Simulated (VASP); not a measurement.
# LaC2 (Immm) in VASP: single point with LDA

Aim: the single point of LaC2 with LDA.

All numbers are computed with VASP 6.6.1; they aren't measurements. Logs are shortened: lines on timing, memory, paths and dates and some standing lists are left out, and cuts for length are marked.

**1. The cell of the first run**

The structure is orthorhombic, space group Immm (No. 71). The conventional cell has a = 3.998 Å, b = 4.870 Å, c = 5.441 Å, α = 90.00°, β = 90.00°, γ = 90.00°. La (site symmetry mmm) has 8 C at 2.68 to 2.80 Å within 3.5 Å. C (site symmetry m2m) has 1 C at 1.30 Å within 1.7 Å.

**2. Single point, LDA**

Input file INCAR:

```
PREC     = Accurate       # precision mode
ENCUT    = 520            # plane-wave cutoff, eV
EDIFF    = 1E-7           # SCF threshold, eV
ISMEAR   = 1              # smearing method
SIGMA    = 0.1            # smearing width, eV
LREAL    = False          # projectors in reciprocal space
LASPH    = True           # aspherical terms in the spheres
NELM     = 60             # most SCF steps
ALGO     = Normal         # electronic algorithm
ISIF     = 2              # what is computed and relaxed
LWAVE    = False          # write WAVECAR
LCHARG   = False          # write CHGCAR
GGA      = CA             # functional
NBANDS   = 16             # bands
```

Input file KPOINTS:

```
regular mesh
0
Gamma
  9 9 9
```

Input file POSCAR:

```
LaC2
1.0
   -1.9991000000      2.4350400000      2.7205700000
    1.9991000000     -2.4350400000      2.7205700000
    1.9991000000      2.4350400000     -2.7205700000
La C
1 2
Direct
    0.0000000000      0.0000000000      0.0000000000
    0.6332200000      0.5000000000      0.1332200000
    0.3667800000      0.5000000000      0.8667800000
```

Potentials or basis: VASP PAW LDA potentials, release 64 (La, C).

On the command line:

```
$ cat potpaw_LDA.64/La/POTCAR potpaw_LDA.64/C/POTCAR > POTCAR
$ mpirun -np 1 vasp_std > vasp.out
```

OUTCAR:

```text
PREC = Accurate
   ENCUT = 520
   EDIFF = 1E-7
   ISMEAR = 1
   LREAL = False
   LASPH = True
   NELM = 60
   ISIF = 2
   GGA = CA

 ion  position               nearest neighbor table
   1  0.000  0.000  0.000-   3 2.68   2 2.68   3 2.68   2 2.68   2 2.80   3 2.80   2 2.80   3 2.80

   2  0.633  0.500  0.133-   3 1.30   1 2.68   1 2.68   1 2.80   1 2.80
   3  0.367  0.500  0.867-   2 1.30   1 2.68   1 2.68   1 2.80   1 2.80

  LATTYP: Found a body centered orthorhombic cell.
 ALAT       =     3.9982000000
 B/A-ratio  =     1.2180681307
 C/A-ratio  =     1.3608974038

  Lattice vectors:

 A1 = (  -1.9991000000,   2.4350400000,   2.7205700000)
 A2 = (   1.9991000000,  -2.4350400000,   2.7205700000)
 A3 = (   1.9991000000,   2.4350400000,  -2.7205700000)

Analysis of symmetry for initial positions (statically):
=====================================================================
 Subroutine PRICEL returns:
 Original cell was already a primitive cell.

 Routine SETGRP: Setting up the symmetry group for a
 body centered orthorhombic supercell.

 Subroutine GETGRP returns: Found  8 space group operations
 (whereof  8 operations were pure point group operations)
 out of a pool of  8 trial point group operations.

The static configuration has the point symmetry D_2h.

Analysis of symmetry for dynamics (positions and initial velocities):
=====================================================================
 Subroutine PRICEL returns:
 Original cell was already a primitive cell.

 Routine SETGRP: Setting up the symmetry group for a
 body centered orthorhombic supercell.

 Subroutine GETGRP returns: Found  8 space group operations
 (whereof  8 operations were pure point group operations)
 out of a pool of  8 trial point group operations.

The dynamic configuration has the point symmetry D_2h.

 Subroutine INISYM returns: Found  8 space group operations
 (whereof  8 operations are pure point group operations),
 and found     1 'primitive' translations

----------------------------------------------------------------------------------------

                                     Primitive cell

  volume of cell :      52.9737

  direct lattice vectors                    reciprocal lattice vectors
    -1.999100000  2.435040000  2.720570000     0.000000000  0.205335436  0.183785016
     1.999100000 -2.435040000  2.720570000     0.250112551  0.000000000  0.183785016
     1.999100000  2.435040000 -2.720570000     0.250112551  0.205335436  0.000000000

  length of vectors
     4.162609967  4.162609967  4.162609967     0.275571358  0.310375933  0.323603043

  position of ions in fractional coordinates (direct lattice)
     0.000000000  0.000000000  0.000000000
     0.633220000  0.500000000  0.133220000
     0.366780000  0.500000000  0.866780000

  ion indices of the primitive-cell ions
   primitive index   ion index
                 1           1
                 2           2
                 3           3

----------------------------------------------------------------------------------------

 KPOINTS: regular mesh

Automatic generation of k-mesh.
 Grid dimensions read from file:
 generate k-points for:    9    9    9

 Generating k-lattice:

  Cartesian coordinates                     Fractional coordinates (reciprocal lattice)
     0.000000000  0.022815048  0.020420557     0.111111111  0.000000000  0.000000000
     0.027790283  0.000000000  0.020420557    -0.000000000  0.111111111  0.000000000
     0.027790283  0.022815048  0.000000000    -0.000000000  0.000000000  0.111111111

  Length of vectors
     0.030619040  0.034486215  0.035955894

  Shift w.r.t. Gamma in fractional coordinates (k-lattice)
     0.000000000  0.000000000  0.000000000

 Subroutine IBZKPT returns following result:
 ===========================================

 Found    125 irreducible k-points:

 Following reciprocal coordinates:
            Coordinates               Weight
  0.000000  0.000000  0.000000      1.000000
  0.111111 -0.000000  0.000000      4.000000
  0.222222  0.000000 -0.000000      4.000000
  0.333333 -0.000000  0.000000      4.000000
  0.444444  0.000000 -0.000000      4.000000
 -0.000000  0.111111  0.000000      4.000000
[... 16 lines left out ...]
 -0.111111  0.222222 -0.000000      8.000000
 -0.000000  0.333333  0.000000      4.000000
 [... further k-points ...]
   k-points           NKPTS =    125   k-points in BZ     NKDIM =    125   number of bands    NBANDS=     16
   number of dos      NEDOS =    301   number of ions     NIONS =      3
   total plane-waves  NPLWV =  32768
   dimension x,y,z NGX =    32 NGY =   32 NGZ =   32
   dimension x,y,z NGXF=    64 NGYF=   64 NGZF=   64
   ions per type =               1   2
   NGX,Y,Z   is equivalent  to a cutoff of  12.78, 12.78, 12.78 a.u.
   NGXF,Y,Z  is equivalent  to a cutoff of  25.56, 25.56, 25.56 a.u.
 SYSTEM =  unknown system
   PREC   = accura    normal or accurate (medium, high low for compatibility)
   ISTART =      0    job   : 0-new  1-cont  2-samecut
   ICHARG =      2    charge: 1-file 2-atom 10-const
   ISPIN  =      1    spin polarized calculation?
   LNONCOLLINEAR =      F non collinear calculations
   LSORBIT =      F    spin-orbit coupling
   LASPH  =      T    aspherical Exc in radial PAW
   ENCUT  =  520.0 eV  38.22 Ry    6.18 a.u.   7.74  7.74  7.74*2*pi/ulx,y,z
   NELM   =     60;   NELMIN=  2; NELMDL= -5     # of ELM steps
   EDIFF  = 0.1E-06   stopping-criterion for ELM
   LREAL  =      F    real-space projection
   EDIFFG = 0.1E-05   stopping-criterion for IOM
   NSW    =      0    number of steps for IOM
   IBRION =     -1    ionic relax: 0-MD 1-quasi-New 2-CG
   NFREE  =      0    steps in history (QN), initial steepest desc. (CG)
   ISIF   =      2    stress and relaxation
   ISYM   =      2    0-nonsym 1-usesym 2-fastsym
   POTIM  = 0.5000    time-step for ionic-motion
   TEBEG  =    0.0;   TEEND  =   0.0 temperature during run
   PSTRESS=    0.0 pullay stress
   NELECT =      19.0000    total number of electrons
   NUPDOWN=      -1.0000    fix difference up-down
   EMIN   =  10.00;   EMAX   =-10.00  energy-range for DOS
   EFERMI =   0.00;   METHOD = LEGACY
   ISMEAR =     1;   SIGMA  =   0.10  broadening in eV -4-tet -1-fermi 0-gaus
   EFERMI_NEDOS =   21; number of points for ismear=-14 and -15
   IALGO  =     38    algorithm
   IMIX   =      4    mixing-type and parameters
     AMIX     =   0.40;   BMIX     =  1.00
     AMIX_MAG =   1.60;   BMIX_MAG =  1.00
  volume/ion in A,a.u.               =      17.66       119.16
  Fermi-wavevector in a.u.,A,eV,Ry     =   1.163159  2.198052 18.407860  1.352940
  Thomas-Fermi vector in A             =   2.299712
   LORBIT       =      0    0 simple, 1 ext, 2 COOP (PROOUT), +10 PAW based schemes
   GGA     = CA    functional components
   LHFCALC =     F    Hartree Fock is set to
   AEXX    =    0.0000 exact exchange contribution
   IVDW    =     0    specifies the selected vdW correction
   LEPSILON=     F    determine dielectric tensor
   LRPA    =     F    only Hartree local field effects (RPA)
 non-spin polarized calculation
 Methfessel and Paxton  Order N= 1 SIGMA  =   0.10
  energy-cutoff  :      520.00
  volume of cell :       52.97
 maximum number of plane-waves:      1442
   NGX = 15   NGY = 15   NGZ = 15

 number of electron      18.9999999 magnetization

 Free energy of the ion-electron system (eV)
  ---------------------------------------------------
  ext. energy  EPLUGINS =         0.00000000
  ---------------------------------------------------
  free energy    TOTEN  =       -25.89382871 eV

  energy without entropy =      -25.89397813  energy(sigma->0) =      -25.89387851

 E-fermi :   7.0072     XC(G=0): -10.2684

 val. band max:        6.9784768852   @ k =   0.3333  -0.0000   0.0000
 cond. band min:       7.0105130683   @ k =  -0.1111  -0.2222   0.1111
 fundamental gap:      0.0320361831
 Fermi energy:         7.0072031964

 k-point     1 :       0.0000    0.0000    0.0000
  band No.  band energies     occupation
      1     -25.5320      2.00000
      2      -9.2220      2.00000
      3      -9.1008      2.00000
      4      -8.9909      2.00000
      5      -7.6541      2.00000
      6       1.7333      2.00000
[... 8 lines left out ...]
     15       9.0396      0.00000
     16       9.2579      0.00000

 k-point     2 :       0.1111   -0.0000    0.0000
  band No.  band energies     occupation
      1     -25.5259      2.00000
      2      -9.3886      2.00000
      3      -9.1510      2.00000
      4      -9.0029      2.00000
      5      -7.4252      2.00000
      6       1.2405      2.00000
[... 8 lines left out ...]
     15       9.0328      0.00000
     16       9.2597      0.00000

 k-point     3 :       0.2222    0.0000   -0.0000
  band No.  band energies     occupation
      1     -25.5104      2.00000
      2      -9.7920      2.00000
      3      -9.1421      2.00000
      4      -9.0330      2.00000
      5      -6.9963      2.00000
      6       0.6664      2.00000
[... 8 lines left out ...]
     15       9.1249      0.00000
     16       9.2622      0.00000

 k-point     4 :       0.3333   -0.0000    0.0000
  band No.  band energies     occupation
      1     -25.4927      2.00000
      2     -10.1446      2.00000
      3      -9.1223      2.00000
      4      -9.0668      2.00000
      5      -6.6178      2.00000
      6       0.2294      2.00000
[... 8 lines left out ...]
     15       9.1699      0.00000
     16       9.2679      0.00000
[... 324 lines left out ...]
 k-point    22 :      -0.2222    0.2222    0.0000
  band No.  band energies     occupation
      1     -25.4960      2.00000
      2      -9.5649      2.00000
      3      -9.1976      2.00000
      4      -9.1972      2.00000
      5      -7.3301      2.00000
      6       0.8486      2.00000
[... 8 lines left out ...]
     15       9.1046      0.00000
     16       9.4006      0.00000

 k-point    23 :      -0.1111    0.2222   -0.0000
  band No.  band energies     occupation
      1     -25.5010      2.00000
      2      -9.5584      2.00000
      3      -9.2217      2.00000
      4      -9.1464      2.00000
      5      -7.2521      2.00000
      6       0.9513      2.00000
[... 8 lines left out ...]
     15       9.1419      0.00000
     16       9.3493      0.00000

 k-point    24 :      -0.0000    0.3333    0.0000
  band No.  band energies     occupation
      1     -25.4675      2.00000
      2     -10.0852      2.00000
      3      -9.3005      2.00000
      4      -9.1964      2.00000
      5      -6.6292      2.00000
      6       0.5392      2.00000
[... 8 lines left out ...]
     15       9.2016      0.00000
     16       9.2730      0.00000

 [... further k-points ...]
[... 5 lines left out ...]
  --------------------------------------------------------------------------------------
  -------------------------------------------------------------------------------------
  Total       -1.4011894     -2.1258749     -2.0041826      0.0000000      0.0000000      0.0000000
  in kB      -42.3786308    -64.2965644    -60.6160108      0.0000000      0.0000000      0.0000000
  external PRESSURE =     -55.7637353 kB  Pullay stress =       0.0000000 kB

 VOLUME and BASIS-vectors are now :
 -----------------------------------------------------------------------------
  energy-cutoff  :      520.00
  volume of cell :       52.97
      direct lattice vectors                 reciprocal lattice vectors
    -1.999100000  2.435040000  2.720570000     0.000000000  0.205335436  0.183785016
     1.999100000 -2.435040000  2.720570000     0.250112551  0.000000000  0.183785016
     1.999100000  2.435040000 -2.720570000     0.250112551  0.205335436  0.000000000

 POSITION                                       TOTAL-FORCE (eV/Angst)
 -----------------------------------------------------------------------------------
      0.00000      0.00000      0.00000         0.000000     -0.000000      0.000000
      0.00000      0.64879      2.72057         0.000000     -0.382676      0.000000
      1.99910      1.78625      0.00000        -0.000000      0.382676      0.000000
 -----------------------------------------------------------------------------------
    total drift:                                0.000000      0.000000      0.000000

  FREE ENERGIE OF THE ION-ELECTRON SYSTEM (eV)
  ---------------------------------------------------
  free  energy   TOTEN  =       -25.8938287059 eV

  energy  without entropy=      -25.8939781318  energy(sigma->0) =      -25.89387851
```

It took 87 s on 1 thread of Intel Xeon Platinum 8259CL at 2.50GHz (Skylake/Cascade Lake), shared host; peak memory 0.25 GiB.

Results:

| Item | Value |
| --- | --- |
| Free energy | -25.8938 eV |
| Pressure | -5.6 GPa |
| Largest force | 0.383 eV/Å |

Forces in eV/Å, atoms in the order of the input:
```
La   0.000  0.000  0.000
C    0.000 -0.383  0.000
C    0.000  0.383  0.000
```

Caveat: spin-orbit coupling is left out, which moves the levels of the heavy elements.
